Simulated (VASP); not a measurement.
# Al (P6_3/mmc) in VASP: notebook, part 2 of 2

VASP 6.6.1. Earlier steps stand in the parts before.

## (4) Single point, r2SCAN (strain -0.050 along x and y, +0.025 along z)

Input file POSCAR:

```
Al
1.0
    2.6676820717      0.0000000000      0.0000000000
   -1.3338410358      2.3102804434      0.0000000000
    0.0000000000      0.0000000000      4.8063076364
Al
2
Direct
    0.6666666667      0.3333333333      0.7500000000
    0.3333333333      0.6666666667      0.2500000000
```

Input file INCAR.step1:

```
ALGO = Normal
EDIFF = 1E-4
ENCUT = 520
GGA = PE
ISMEAR = 0
LASPH = T
LCHARG = F
LREAL = F
LWAVE = T
NBANDS = 10
NELM = 60
PREC = Accurate
SIGMA = 0.15
```

Input file INCAR.step2:

```
ALGO = Normal
EDIFF = 1E-6
ENCUT = 520
ISIF = 2
ISMEAR = 0
ISTART = 1
LASPH = T
LCHARG = F
LMIXTAU = T
LREAL = F
LWAVE = F
METAGGA = R2SCAN
NBANDS = 10
NELM = 60
PREC = Accurate
SIGMA = 0.15
```

Input file KPOINTS:

```
k-points
0
Gamma
  24 24 14
```

Potentials or basis: VASP PAW PBE potentials, release 64 (Al).

Started as:

```
$ cat potpaw_PBE.64/Al/POTCAR > POTCAR
$ cp INCAR.step1 INCAR
$ mpirun -np 1 vasp_std > vasp.out
$ cp INCAR.step2 INCAR
$ mpirun -np 1 vasp_std > vasp.out
```

OUTCAR:

```text
EDIFF = 1E-6
   ENCUT = 520
   ISIF = 2
   ISMEAR = 0
   ISTART = 1
   LASPH = T
   LREAL = F
   METAGGA = R2SCAN
   NELM = 60
   PREC = Accurate

 ion  position               nearest neighbor table
   1  0.667  0.333  0.750-   2 2.85   2 2.85   2 2.85   2 2.85   2 2.85   2 2.85
   2  0.333  0.667  0.250-   1 2.85   1 2.85   1 2.85   1 2.85   1 2.85   1 2.85

  LATTYP: Found a hexagonal cell.
 ALAT       =     2.6676820717
 C/A-ratio  =     1.8016793258

  Lattice vectors:

 A1 = (   2.6676820717,   0.0000000000,   0.0000000000)
 A2 = (  -1.3338410358,   2.3102804434,   0.0000000000)
 A3 = (   0.0000000000,   0.0000000000,   4.8063076364)

Analysis of symmetry for initial positions (statically):
=====================================================================
 Subroutine PRICEL returns:
 Original cell was already a primitive cell.

 Routine SETGRP: Setting up the symmetry group for a
 hexagonal supercell.

 Subroutine GETGRP returns: Found 24 space group operations
 (whereof 12 operations were pure point group operations)
 out of a pool of 24 trial point group operations.

The static configuration has the point symmetry D_3d.
 The point group associated with its full space group is D_6h.

Analysis of symmetry for dynamics (positions and initial velocities):
=====================================================================
 Subroutine PRICEL returns:
 Original cell was already a primitive cell.

 Routine SETGRP: Setting up the symmetry group for a
 hexagonal supercell.

 Subroutine GETGRP returns: Found 24 space group operations
 (whereof 12 operations were pure point group operations)
 out of a pool of 24 trial point group operations.

The dynamic configuration has the point symmetry D_3d.
 The point group associated with its full space group is D_6h.

 Subroutine INISYM returns: Found 24 space group operations
 (whereof 12 operations are pure point group operations),
 and found     1 'primitive' translations

----------------------------------------------------------------------------------------

                                     Primitive cell

  volume of cell :      29.6217

  direct lattice vectors                    reciprocal lattice vectors
     2.667682072  0.000000000  0.000000000     0.374857263  0.216423942  0.000000000
    -1.333841036  2.310280443  0.000000000     0.000000000  0.432847883  0.000000000
     0.000000000  0.000000000  4.806307636     0.000000000  0.000000000  0.208059924

  length of vectors
     2.667682072  2.667682072  4.806307636     0.432847883  0.432847883  0.208059924

  position of ions in fractional coordinates (direct lattice)
     0.666666667  0.333333333  0.750000000
     0.333333333  0.666666667  0.250000000

  ion indices of the primitive-cell ions
   primitive index   ion index
                 1           1
                 2           2

----------------------------------------------------------------------------------------

 KPOINTS: k-points

Automatic generation of k-mesh.
 Grid dimensions read from file:
 generate k-points for:   24   24   14
[... 23 lines left out ...]
  0.083333  0.000000  0.000000      6.000000
  0.125000  0.000000  0.000000      6.000000
  0.166667  0.000000  0.000000      6.000000
  0.208333  0.000000  0.000000      6.000000
[... 16 lines left out ...]
  0.416667  0.041667  0.000000     12.000000
  0.458333  0.041667  0.000000     12.000000
 [... further k-points ...]
   k-points           NKPTS =    488   k-points in BZ     NKDIM =    488   number of bands    NBANDS=     10
   number of dos      NEDOS =    301   number of ions     NIONS =      2
   total plane-waves  NPLWV =  14400
   dimension x,y,z NGX =    20 NGY =   20 NGZ =   36
   dimension x,y,z NGXF=    40 NGYF=   40 NGZF=   72
   ions per type =               2
   NGX,Y,Z   is equivalent  to a cutoff of  12.46, 12.46, 12.45 a.u.
   NGXF,Y,Z  is equivalent  to a cutoff of  24.93, 24.93, 24.90 a.u.
 SYSTEM =  unknown system
   PREC   = accura    normal or accurate (medium, high low for compatibility)
   ISTART =      1    job   : 0-new  1-cont  2-samecut
   ICHARG =      0    charge: 1-file 2-atom 10-const
   ISPIN  =      1    spin polarized calculation?
   LNONCOLLINEAR =      F non collinear calculations
   LSORBIT =      F    spin-orbit coupling
   LASPH  =      T    aspherical Exc in radial PAW
   ENCUT  =  520.0 eV  38.22 Ry    6.18 a.u.   4.96  4.96  8.94*2*pi/ulx,y,z
   NELM   =     60;   NELMIN=  2; NELMDL=  0     # of ELM steps
   EDIFF  = 0.1E-05   stopping-criterion for ELM
   LREAL  =      F    real-space projection
   EDIFFG = 0.1E-04   stopping-criterion for IOM
   NSW    =      0    number of steps for IOM
   IBRION =     -1    ionic relax: 0-MD 1-quasi-New 2-CG
   NFREE  =      0    steps in history (QN), initial steepest desc. (CG)
   ISIF   =      2    stress and relaxation
   ISYM   =      2    0-nonsym 1-usesym 2-fastsym
   POTIM  = 0.5000    time-step for ionic-motion
   TEBEG  =    0.0;   TEEND  =   0.0 temperature during run
   PSTRESS=    0.0 pullay stress
   NELECT =       6.0000    total number of electrons
   NUPDOWN=      -1.0000    fix difference up-down
   EMIN   =  10.00;   EMAX   =-10.00  energy-range for DOS
   EFERMI =   0.00;   METHOD = LEGACY
   ISMEAR =     0;   SIGMA  =   0.15  broadening in eV -4-tet -1-fermi 0-gaus
   EFERMI_NEDOS =   21; number of points for ismear=-14 and -15
   IALGO  =     38    algorithm
   IMIX   =      4    mixing-type and parameters
     AMIX     =   0.40;   BMIX     =  1.00
     AMIX_MAG =   1.60;   BMIX_MAG =  1.00
  volume/ion in A,a.u.               =      14.81        99.95
  Fermi-wavevector in a.u.,A,eV,Ry     =   0.961439  1.816857 12.576753  0.924365
  Thomas-Fermi vector in A             =   2.090811
   LORBIT       =      0    0 simple, 1 ext, 2 COOP (PROOUT), +10 PAW based schemes
   METAGGA = R2SCAN    functional components
   LHFCALC =     F    Hartree Fock is set to
   AEXX    =    0.0000 exact exchange contribution
   IVDW    =     0    specifies the selected vdW correction
   LEPSILON=     F    determine dielectric tensor
   LRPA    =     F    only Hartree local field effects (RPA)
 non-spin polarized calculation
 Gauss-broadening in eV      SIGMA  =   0.15
  energy-cutoff  :      520.00
  volume of cell :       29.62
 maximum number of plane-waves:       825
 NGX is ok and might be reduce to    20
   NGX =  9   NGY =  9   NGZ = 17

 number of electron       6.0000000 magnetization

 Free energy of the ion-electron system (eV)
  ---------------------------------------------------
  ext. energy  EPLUGINS =         0.00000000
  ---------------------------------------------------
  free energy    TOTEN  =       -13.28633804 eV

  energy without entropy =      -13.27847813  energy(sigma->0) =      -13.28240809

 E-fermi :   9.1541     XC(G=0): -11.3150

 val. band max:        9.1540108993   @ k =   0.2917   0.2083   0.0714
 cond. band min:       9.1642996905   @ k =   0.1250   0.0417   0.3571
 fundamental gap:      0.0102887912
 Fermi energy:         9.1541061296

 k-point     1 :       0.0000    0.0000    0.0000
  band No.  band energies     occupation
      1      -3.4523      2.00000
      2       3.1659      2.00000
      3       3.2132      2.00000
      4      20.6444      0.00000
      5      22.4182      0.00000
      6      22.8317      0.00000
      7      22.8317      0.00000
      8      23.2444      0.00000
      9      23.2444      0.00000
     10      26.8351      0.00000
[... 287 lines left out ...]
 k-point    24 :       0.4583    0.0417    0.0000
  band No.  band energies     occupation
      1       3.1185      2.00000
      2       4.2733      2.00000
      3       9.4868      0.00171
      4       9.5857      0.00005
      5      10.7654      0.00000
      6      10.9951      0.00000
      7      16.3372      0.00000
      8      19.8820      0.00000
      9      21.8520      0.00000
     10      21.9940      0.00000

 [... further k-points ...]

------------------------ aborting loop because EDIFF is reached ----------------------------------------

  FORCE on cell =-STRESS in cart. coord.  units (eV):
  Direction    XX          YY          ZZ          XY          YZ          ZX
  --------------------------------------------------------------------------------------
  -------------------------------------------------------------------------------------
  Total        2.4523423      2.4523423      0.2518455      0.0000000     -0.0000000      0.0000000
  in kB      132.6420827    132.6420827     13.6217969      0.0000000     -0.0000000      0.0000000
  external PRESSURE =      92.9686541 kB  Pullay stress =       0.0000000 kB

 VOLUME and BASIS-vectors are now :
 -----------------------------------------------------------------------------
  energy-cutoff  :      520.00
  volume of cell :       29.62
      direct lattice vectors                 reciprocal lattice vectors
     2.667682072  0.000000000  0.000000000     0.374857263  0.216423942  0.000000000
    -1.333841036  2.310280443  0.000000000     0.000000000  0.432847883  0.000000000
     0.000000000  0.000000000  4.806307636     0.000000000  0.000000000  0.208059924

 POSITION                                       TOTAL-FORCE (eV/Angst)
 -----------------------------------------------------------------------------------
      1.33384      0.77009      3.60473         0.000000     -0.000000      0.000000
     -0.00000      1.54019      1.20158        -0.000000      0.000000      0.000000
 -----------------------------------------------------------------------------------
    total drift:                                0.000000     -0.000000     -0.000000

  FREE ENERGIE OF THE ION-ELECTRON SYSTEM (eV)
  ---------------------------------------------------
  free  energy   TOTEN  =       -13.2863380419 eV

  energy  without entropy=      -13.2784781347  energy(sigma->0) =      -13.28240809
```

OUTCAR.step1:

```text
EDIFF = 1E-4
   ENCUT = 520
   GGA = PE
   ISMEAR = 0
   LASPH = T
[... 536 lines left out ...]
 -----------------------------------------------------------------------------------
      1.33384      0.77009      3.60473        -0.000000      0.000000     -0.000000
     -0.00000      1.54019      1.20158         0.000000     -0.000000      0.000000
 -----------------------------------------------------------------------------------
    total drift:                                0.000000     -0.000000     -0.000000

  FREE ENERGIE OF THE ION-ELECTRON SYSTEM (eV)
  ---------------------------------------------------
  free  energy   TOTEN  =        -7.2594611122 eV

  energy  without entropy=       -7.2510252900  energy(sigma->0) =       -7.25524320
```

Run time: 4.3 min. Hardware: 1 thread of Intel Xeon Platinum 8259CL at 2.50GHz (Skylake/Cascade Lake), shared host; peak memory 0.23 GiB.

Results:

```yaml
Free_energy: -13.2863 eV
Pressure: 9.3 GPa
Band_gap_on_the_k_mesh: zero (bands 3 and 4 overlap by 6.87 eV)
```

Caveat: the cell differs from its parent crystal (strain -0.050 along x and y, +0.025 along z); the cell stands under pressure; the PAW data sets were made with another functional, which shifts forces and pressure a little.

## (5) Single point, r2SCAN (strain -0.025 along x and y, -0.025 along z)

Input file POSCAR:

```
Al
1.0
    2.7378842315      0.0000000000      0.0000000000
   -1.3689421157      2.3710772971      0.0000000000
    0.0000000000      0.0000000000      4.5718536054
Al
2
Direct
    0.6666666667      0.3333333333      0.7500000000
    0.3333333333      0.6666666667      0.2500000000
```

Input file INCAR.step1:

```
  ALGO = Normal
  EDIFF = 1E-4
  ENCUT = 520
  GGA = PE
  ISMEAR = 0
  LASPH = T
  LCHARG = F
  LREAL = F
  LWAVE = T
  NBANDS = 10
  NELM = 60
  PREC = Accurate
  SIGMA = 0.15
```

Input file INCAR.step2:

```
  ALGO = Normal
  EDIFF = 1E-6
  ENCUT = 520
  ISIF = 2
  ISMEAR = 0
  ISTART = 1
  LASPH = T
  LCHARG = F
  LMIXTAU = T
  LREAL = F
  LWAVE = F
  METAGGA = R2SCAN
  NBANDS = 10
  NELM = 60
  PREC = Accurate
  SIGMA = 0.15
```

KPOINTS is that of step 4.

Started as:

```
$ cat potpaw_PBE.64/Al/POTCAR > POTCAR
$ cp INCAR.step1 INCAR
$ mpirun -np 1 vasp_std > vasp.out
$ cp INCAR.step2 INCAR
$ mpirun -np 1 vasp_std > vasp.out
```

Wall time 4.4 min (1 thread of Intel Xeon Platinum 8259CL at 2.50GHz (Skylake/Cascade Lake), shared host); peak memory 0.23 GiB.

It converged, with:

```
Free energy            : -13.3535 eV
Pressure               : 7.6 GPa
Band gap on the k mesh : zero (bands 3 and 4 overlap by 7.80 eV)
```

Stress tensor (GPa, compression positive):
```
8.17 0.00 0.00
0.00 8.17 0.00
0.00 0.00 6.59
```

Levels at points of the mesh, in eV from the Fermi level:
```tsv
k point	band 1	band 2	band 3	band 4	band 5	band 6	band 7
(0.00, 0.00, 0.00)	-12.62	-5.59	-4.99	12.57	12.57	12.66	12.66
(0.50, 0.00, 0.00)	-5.91	-5.79	0.59	1.25	1.28	2.07	6.86
(0.00, 0.00, 0.50)	-10.76	-10.76	3.43	3.43	13.46	13.46	13.46
(0.50, 0.00, 0.50)	-4.57	-4.57	-3.42	-3.42	8.14	8.14	8.42
```

Caveat: the cell differs from its parent crystal (strain -0.025 along x and y, -0.025 along z); the cell stands under pressure; the PAW data sets were made with another functional, which shifts forces and pressure a little.

## (6) Summary

```csv
cell,gap on the mesh (eV),pressure (GPa)
"a = 2.668, b = 2.668, c = 4.689 Å, angles 90.0, 90.0, 120.0°, 2 atoms",none,11.8
"a = 2.738, b = 2.738, c = 4.455 Å, angles 90.0, 90.0, 120.0°, 2 atoms",none,10.8
"a = 2.668, b = 2.668, c = 4.806 Å, angles 90.0, 90.0, 120.0°, 2 atoms",none,9.3
"a = 2.738, b = 2.738, c = 4.572 Å, angles 90.0, 90.0, 120.0°, 2 atoms",none,7.6
```

Alike in all rows: task single point; level r2SCAN; potentials or basis VASP PAW PBE potentials, release 64 (Al); no spin polarisation; k mesh 24 × 24 × 14; cutoff (eV) 520; smearing gaussian 0.15 eV.

Caveats: the cell stands under pressure; the PAW data sets were made with another functional, which shifts forces and pressure a little.

Total energies depend on the potentials used, so only differences within one code and one set of settings carry meaning.
